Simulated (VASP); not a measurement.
Here is a VASP 6.6.1 calculation.

The input INCAR:

```
ALGO = Normal
EDIFF = 1E-6
ENCUT = 500
GGA = PE
GGA_COMPAT = F
ISIF = 2
ISMEAR = -1
ISPIN = 2
LASPH = T
LCHARG = F
LMAXMIX = 4
LORBIT = 11
LREAL = F
LWAVE = F
MAGMOM = 0
NBANDS = 15
NELM = 200
PREC = Accurate
SIGMA = 0.1
```

Contents of KPOINTS:

```
k-points
0
Gamma
  8 8 8
```

File POSCAR:

```
Pt
1.0
    0.0000000000      2.0555000000      2.0555000000
    2.0555000000      0.0000000000      2.0555000000
    2.0555000000      2.0555000000      0.0000000000
Pt
1
Direct
    0.0000000000      0.0000000000      0.0000000000
```

Potentials or basis: VASP PAW PBE potentials, release 64 (Pt).

The run is started by

```bash
$ cat potpaw_PBE.64/Pt/POTCAR > POTCAR
$ mpirun -np 1 vasp_std > vasp.out
```

Task: Estimate the band gap on the k mesh.

Result: Zero (filled and empty bands overlap).

Task: Estimate the pressure.

Result: -19.4 GPa.

Task: What does it give for the net moment?

Result: 0.00 μB per cell.

Caveat: spin-orbit coupling is left out, which moves the levels of the heavy elements.
